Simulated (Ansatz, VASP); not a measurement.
One calculation of AlNi, two programs

```xyz
4
Lattice="2.8934 0.0000 0.0000 0.0000 2.8935 0.0000 0.0000 0.0000 5.7864" Properties=species:S:1:pos:R:3 pbc="T T T"
Al    0.0000    0.0000    2.8932
Al    0.0000    0.0000    0.0000
Ni    1.4467    1.4468    1.4466
Ni    1.4467    1.4467    4.3398
```

Change from the starting cell: atom 2 moved 0.15 Å; relaxed back.

Alike in both runs: functional PBE; k mesh 12 × 12 × 6; occupations gaussian, width 0.15 eV; no spin polarisation.

Ansatz relaxed the structure, and its values are those at the end. VASP's run is a single point on that final structure, the one shown.

|  | VASP | Ansatz |
| --- | --- | --- |
| version | VASP 6.6.1 | Ansatz 0.2.0 |
| potentials or method | VASP PAW PBE potentials, release 64 (Al, Ni), cutoff 520 eV | scalar-relativistic, plane waves, PAW |
| valence electrons in the cell | 26 | 42 |

```tsv
	VASP	Ansatz	Ansatz less VASP
gap on the k mesh at the Fermi level (eV)	none	none	-
pressure (GPa)	-0.4	0.0	+0.36
```

A gap of «none» marks a metal or a gap that the smearing closes. VASP's potentials hold 26 valence electrons a cell and Ansatz's 42, so a difference there can come from the potentials and not from the codes.
